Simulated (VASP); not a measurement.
Input of a VASP 6.6.1 run:

Contents of INCAR:

```
  ALGO = Normal
  EDIFF = 1E-6
  ENCUT = 520
  GGA = PE
  ISIF = 2
  ISMEAR = -1
  LASPH = True
  LCHARG = False
  LREAL = False
  LWAVE = False
  NBANDS = 11
  NELM = 100
  PREC = Accurate
  SIGMA = 0.1
```

File KPOINTS:

```
k-points
0
Gamma
  34 34 7
```

The input POSCAR:

```
C
1.0
    1.7194884319      0.0000000000      0.0000000000
   -0.8597442159      1.4891206635      0.0000000000
    0.0000000000      0.0000000000      8.1983522284
C
2
Direct
    0.3333333333      0.6666666667      0.2500000000
    0.6666666667      0.3333333333      0.7500000000
```

Potentials or basis: VASP PAW PBE potentials, release 64 (C).

The run is started by

```console
$ cat potpaw_PBE.64/C/POTCAR > POTCAR
$ mpirun -np 1 vasp_std > vasp.out
```

(1) Estimate the band gap on the k mesh.

(2) What does it give for the pressure?

Answers

(1) zero (band 4 reaches 4.91 eV, above the bottom of band 5 at 3.54 eV).

(2) -0.2 GPa.

Caveat: this functional lacks dispersion, which binds the layers, so the pressure and a relaxed spacing across them are unreliable.
